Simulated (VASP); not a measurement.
# BN (P6_3mc) in VASP: further runs

BN is run at these levels: PBE; tasks: single point.

Everything below comes from runs of VASP 6.6.1. Logs are shortened: lines on timing, memory, paths and dates and some standing lists are left out, and cuts for length are marked.

### 1 The cell of the first run

It takes space group P6_3mc (No. 186, hexagonal). The conventional cell has a = 2.885 Å, b = 2.885 Å, c = 4.686 Å, α = 90.00°, β = 90.00°, γ = 120.00°. B (site symmetry 3m) has 4 N at 1.76 to 1.77 Å within 2.3 Å. Within 2.3 Å of N (site symmetry 3m) lie 4 B at 1.76 to 1.77 Å.

### 2 Single point, PBE (Ga replaced by B, lengths x 0.882, strained)

Contents of INCAR:

```
PREC = Accurate
ENCUT = 520
EDIFF = 1E-7
ISMEAR = 0
SIGMA = 0.02
LREAL = F
LASPH = T
NELM = 80
ALGO = Normal
ISIF = 2
LWAVE = F
LCHARG = T
GGA = PE
LELF = T
LVHAR = T
NBANDS = 16
```

Contents of KPOINTS:

```
Automatic mesh
0
Gamma
  9 9 6
```

Contents of POSCAR:

```
BN
1.0
    2.8847034421      0.0000000000      0.0000000000
   -1.4423517211      2.4982264632      0.0000000000
    0.0000000000      0.0000000000      4.6862828845
B N
2 2
Direct
    0.3333333333      0.6666666667      0.0000000000
    0.6666666667      0.3333333333      0.5000000000
    0.3333333333      0.6666666667      0.3750000000
    0.6666666667      0.3333333333      0.8750000000
```

Potentials or basis: VASP PAW PBE potentials, release 64 (B, N).

The run is started by

```sh
> cat potpaw_PBE.64/B/POTCAR potpaw_PBE.64/N/POTCAR > POTCAR
> mpirun -np 1 vasp_std > vasp.out
```

OUTCAR:

```text
PREC = Accurate
   ENCUT = 520
   EDIFF = 1E-7
   ISMEAR = 0
   LREAL = F
   LASPH = T
   NELM = 80
   ISIF = 2
   GGA = PE

 ion  position               nearest neighbor table
   1  0.333  0.667  0.000-   3 1.76   4 1.77   4 1.77   4 1.77
   2  0.667  0.333  0.500-   4 1.76   3 1.77   3 1.77   3 1.77
   3  0.333  0.667  0.375-   1 1.76   2 1.77   2 1.77   2 1.77
   4  0.667  0.333  0.875-   2 1.76   1 1.77   1 1.77   1 1.77

  LATTYP: Found a hexagonal cell.
 ALAT       =     2.8847034421
 C/A-ratio  =     1.6245284753

  Lattice vectors:

 A1 = (   2.8847034421,   0.0000000000,   0.0000000000)
 A2 = (  -1.4423517211,   2.4982264632,   0.0000000000)
 A3 = (   0.0000000000,   0.0000000000,   4.6862828845)

Analysis of symmetry for initial positions (statically):
=====================================================================
 Subroutine PRICEL returns:
 Original cell was already a primitive cell.

 Routine SETGRP: Setting up the symmetry group for a
 hexagonal supercell.

 Subroutine GETGRP returns: Found 12 space group operations
 (whereof  6 operations were pure point group operations)
 out of a pool of 24 trial point group operations.

The static configuration has the point symmetry C_3v.
 The point group associated with its full space group is C_6v.

Analysis of symmetry for dynamics (positions and initial velocities):
=====================================================================
 Subroutine PRICEL returns:
 Original cell was already a primitive cell.

 Routine SETGRP: Setting up the symmetry group for a
 hexagonal supercell.

 Subroutine GETGRP returns: Found 12 space group operations
 (whereof  6 operations were pure point group operations)
 out of a pool of 24 trial point group operations.

The dynamic configuration has the point symmetry C_3v.
 The point group associated with its full space group is C_6v.

 Subroutine INISYM returns: Found 12 space group operations
 (whereof  6 operations are pure point group operations),
 and found     1 'primitive' translations

----------------------------------------------------------------------------------------

                                     Primitive cell

  volume of cell :      33.7724

  direct lattice vectors                    reciprocal lattice vectors
     2.884703442  0.000000000  0.000000000     0.346656084  0.200141984  0.000000000
    -1.442351721  2.498226463  0.000000000     0.000000000  0.400283967  0.000000000
     0.000000000  0.000000000  4.686282884     0.000000000  0.000000000  0.213388740

  length of vectors
     2.884703442  2.884703442  4.686282884     0.400283967  0.400283967  0.213388740

  position of ions in fractional coordinates (direct lattice)
     0.333333333  0.666666667  0.000000000
     0.666666667  0.333333333  0.500000000
     0.333333333  0.666666667  0.375000000
     0.666666667  0.333333333  0.875000000

  ion indices of the primitive-cell ions
   primitive index   ion index
                 1           1
                 2           2
                 3           3
                 4           4

----------------------------------------------------------------------------------------

 KPOINTS: Automatic mesh

Automatic generation of k-mesh.
 Grid dimensions read from file:
 generate k-points for:    9    9    6

 Generating k-lattice:

  Cartesian coordinates                     Fractional coordinates (reciprocal lattice)
     0.038517343  0.022237998  0.000000000     0.111111111  0.000000000  0.000000000
     0.000000000  0.044475996  0.000000000     0.000000000  0.111111111  0.000000000
     0.000000000  0.000000000  0.035564790     0.000000000  0.000000000  0.166666667

  Length of vectors
     0.044475996  0.044475996  0.035564790

  Shift w.r.t. Gamma in fractional coordinates (k-lattice)
     0.000000000  0.000000000  0.000000000

 Subroutine IBZKPT returns following result:
 ===========================================

 Found     48 irreducible k-points:

 Following reciprocal coordinates:
            Coordinates               Weight
  0.000000  0.000000  0.000000      1.000000
  0.111111 -0.000000  0.000000      6.000000
  0.222222 -0.000000  0.000000      6.000000
  0.333333 -0.000000  0.000000      6.000000
  0.444444 -0.000000  0.000000      6.000000
  0.111111  0.111111  0.000000      6.000000
[... 16 lines left out ...]
  0.333333  0.222222  0.166667     24.000000
  0.333333  0.333333  0.166667      4.000000
 [... further k-points ...]
   k-points           NKPTS =     48   k-points in BZ     NKDIM =     48   number of bands    NBANDS=     16
   number of dos      NEDOS =    301   number of ions     NIONS =      4
   total plane-waves  NPLWV =  20736
   dimension x,y,z NGX =    24 NGY =   24 NGZ =   36
   dimension x,y,z NGXF=    48 NGYF=   48 NGZF=   72
   ions per type =               2   2
   NGX,Y,Z   is equivalent  to a cutoff of  13.83, 13.83, 12.77 a.u.
   NGXF,Y,Z  is equivalent  to a cutoff of  27.66, 27.66, 25.54 a.u.
 SYSTEM =  unknown system
   PREC   = accura    normal or accurate (medium, high low for compatibility)
   ISTART =      0    job   : 0-new  1-cont  2-samecut
   ICHARG =      2    charge: 1-file 2-atom 10-const
   ISPIN  =      1    spin polarized calculation?
   LNONCOLLINEAR =      F non collinear calculations
   LSORBIT =      F    spin-orbit coupling
   LASPH  =      T    aspherical Exc in radial PAW
   ENCUT  =  520.0 eV  38.22 Ry    6.18 a.u.   5.36  5.36  8.71*2*pi/ulx,y,z
   NELM   =     80;   NELMIN=  2; NELMDL= -5     # of ELM steps
   EDIFF  = 0.1E-06   stopping-criterion for ELM
   LREAL  =      F    real-space projection
   EDIFFG = 0.1E-05   stopping-criterion for IOM
   NSW    =      0    number of steps for IOM
   IBRION =     -1    ionic relax: 0-MD 1-quasi-New 2-CG
   NFREE  =      0    steps in history (QN), initial steepest desc. (CG)
   ISIF   =      2    stress and relaxation
   ISYM   =      2    0-nonsym 1-usesym 2-fastsym
   POTIM  = 0.5000    time-step for ionic-motion
   TEBEG  =    0.0;   TEEND  =   0.0 temperature during run
   PSTRESS=    0.0 pullay stress
   NELECT =      16.0000    total number of electrons
   NUPDOWN=      -1.0000    fix difference up-down
   EMIN   =  10.00;   EMAX   =-10.00  energy-range for DOS
   EFERMI =   0.00;   METHOD = LEGACY
   ISMEAR =     0;   SIGMA  =   0.02  broadening in eV -4-tet -1-fermi 0-gaus
   EFERMI_NEDOS =   21; number of points for ismear=-14 and -15
   IALGO  =     38    algorithm
   IMIX   =      4    mixing-type and parameters
     AMIX     =   0.40;   BMIX     =  1.00
     AMIX_MAG =   1.60;   BMIX_MAG =  1.00
  volume/ion in A,a.u.               =       8.44        56.98
  Fermi-wavevector in a.u.,A,eV,Ry     =   1.276226  2.411718 22.160535  1.628753
  Thomas-Fermi vector in A             =   2.408894
   LORBIT       =      0    0 simple, 1 ext, 2 COOP (PROOUT), +10 PAW based schemes
   GGA     = PE    functional components
   LHFCALC =     F    Hartree Fock is set to
   AEXX    =    0.0000 exact exchange contribution
   IVDW    =     0    specifies the selected vdW correction
   LEPSILON=     F    determine dielectric tensor
   LRPA    =     F    only Hartree local field effects (RPA)
 non-spin polarized calculation
 Gauss-broadening in eV      SIGMA  =   0.02
  energy-cutoff  :      520.00
  volume of cell :       33.77
 maximum number of plane-waves:       941
 NGX is ok and might be reduce to    24
   NGX = 11   NGY = 11   NGZ = 17

 number of electron      15.9999998 magnetization

 Free energy of the ion-electron system (eV)
  ---------------------------------------------------
  ext. energy  EPLUGINS =         0.00000000
  ---------------------------------------------------
  free energy    TOTEN  =       -32.11373937 eV

  energy without entropy =      -32.11373937  energy(sigma->0) =      -32.11373937

 E-fermi :   3.7951     XC(G=0): -11.1300

 val. band max:        3.6808182299   @ k =   0.0000   0.0000   0.0000
 cond. band min:       8.6866467020   @ k =   0.4444  -0.0000   0.3333
 fundamental gap:      5.0058284721
 Fermi energy:         3.7950924174

 k-point     1 :       0.0000    0.0000    0.0000
  band No.  band energies     occupation
      1     -13.1461      2.00000
      2     -10.3651      2.00000
      3      -4.3009      2.00000
      4       2.1173      2.00000
      5       2.1173      2.00000
      6       3.5462      2.00000
[... 8 lines left out ...]
     15      12.9945      0.00000
     16      15.8704      0.00000

 k-point     2 :       0.1111   -0.0000    0.0000
  band No.  band energies     occupation
      1     -12.9554      2.00000
      2     -10.2348      2.00000
      3      -4.1102      2.00000
      4       1.1824      2.00000
      5       1.8056      2.00000
      6       2.7848      2.00000
[... 8 lines left out ...]
     15      13.4726      0.00000
     16      15.6769      0.00000

 k-point     3 :       0.2222   -0.0000    0.0000
  band No.  band energies     occupation
      1     -12.4039      2.00000
      2      -9.8949      2.00000
      3      -3.5687      2.00000
      4      -0.6718      2.00000
      5       1.0106      2.00000
      6       1.1514      2.00000
[... 8 lines left out ...]
     15      14.6058      0.00000
     16      15.2916      0.00000

 k-point     4 :       0.3333   -0.0000    0.0000
  band No.  band energies     occupation
      1     -11.5721      2.00000
      2      -9.5370      2.00000
      3      -2.9576      2.00000
      4      -2.1640      2.00000
      5      -0.7479      2.00000
      6       0.5497      2.00000
[... 8 lines left out ...]
     15      15.3342      0.00000
     16      15.8121      0.00000
[... 324 lines left out ...]
 k-point    22 :       0.2222    0.2222    0.1667
  band No.  band energies     occupation
      1     -11.0233      2.00000
      2      -9.5466      2.00000
      3      -2.9079      2.00000
      4      -1.8381      2.00000
      5      -1.0368      2.00000
      6      -0.5540      2.00000
[... 8 lines left out ...]
     15      15.1422      0.00000
     16      15.8718      0.00000

 k-point    23 :       0.3333    0.2222    0.1667
  band No.  band energies     occupation
      1     -10.2607      2.00000
      2      -9.5079      2.00000
      3      -3.1387      2.00000
      4      -2.4167      2.00000
      5      -1.5313      2.00000
      6      -0.3580      2.00000
[... 8 lines left out ...]
     15      15.5337      0.00000
     16      15.6801      0.00000

 k-point    24 :       0.3333    0.3333    0.1667
  band No.  band energies     occupation
      1      -9.7363      2.00000
      2      -9.7363      2.00000
      3      -2.5465      2.00000
      4      -2.5465      2.00000
      5      -2.4725      2.00000
      6      -0.1297      2.00000
[... 8 lines left out ...]
     15      15.0372      0.00000
     16      15.0372      0.00000

 [... further k-points ...]

------------------------ aborting loop because EDIFF is reached ----------------------------------------

  FORCE on cell =-STRESS in cart. coord.  units (eV):
  Direction    XX          YY          ZZ          XY          YZ          ZX
  --------------------------------------------------------------------------------------
  -------------------------------------------------------------------------------------
  Total      -14.4759359    -14.4759359    -13.1814244      0.0000000      0.0000000      0.0000000
  in kB     -686.7453966   -686.7453966   -625.3331452      0.0000000      0.0000000      0.0000000
  external PRESSURE =    -666.2746462 kB  Pullay stress =       0.0000000 kB

 VOLUME and BASIS-vectors are now :
 -----------------------------------------------------------------------------
  energy-cutoff  :      520.00
  volume of cell :       33.77
      direct lattice vectors                 reciprocal lattice vectors
     2.884703442  0.000000000  0.000000000     0.346656084  0.200141984  0.000000000
    -1.442351721  2.498226463  0.000000000     0.000000000  0.400283967  0.000000000
     0.000000000  0.000000000  4.686282884     0.000000000  0.000000000  0.213388740

 POSITION                                       TOTAL-FORCE (eV/Angst)
 -----------------------------------------------------------------------------------
     -0.00000      1.66548      0.00000        -0.000000     -0.000000      0.043034
      1.44235      0.83274      2.34314         0.000000     -0.000000      0.043034
     -0.00000      1.66548      1.75736        -0.000000     -0.000000     -0.043034
      1.44235      0.83274      4.10050         0.000000      0.000000     -0.043034
 -----------------------------------------------------------------------------------
    total drift:                               -0.000000      0.000000     -0.000077

  FREE ENERGIE OF THE ION-ELECTRON SYSTEM (eV)
  ---------------------------------------------------
  free  energy   TOTEN  =       -32.1137393729 eV

  energy  without entropy=      -32.1137393729  energy(sigma->0) =      -32.11373937
```

Run time: 9.5 s. Hardware: 1 thread of Intel Xeon 6975P-C (Granite Rapids), shared host; peak memory 0.15 GiB.

What came out:

| Property | Result |
| --- | --- |
| Free energy | -32.1137 eV |
| Pressure | -66.6 GPa |
| Largest force | 0.043 eV/Å |
| Band gap on the k mesh | 5.01 eV, indirect (least direct gap 5.25 eV) |

Forces in eV/Å, atoms in the order of the input:
```
B    0.000  0.000  0.043
B    0.000  0.000  0.043
N    0.000  0.000 -0.043
N    0.000  0.000 -0.043
```

Stress tensor (GPa, compression positive):
```
-68.67   0.00   0.00
  0.00 -68.67   0.00
  0.00   0.00 -62.53
```

Caveat: the cell differs from its parent crystal (Ga replaced by B, lengths x 0.882, strained). A k mesh can miss the band edges.

(Continued in part 2 of 2.)
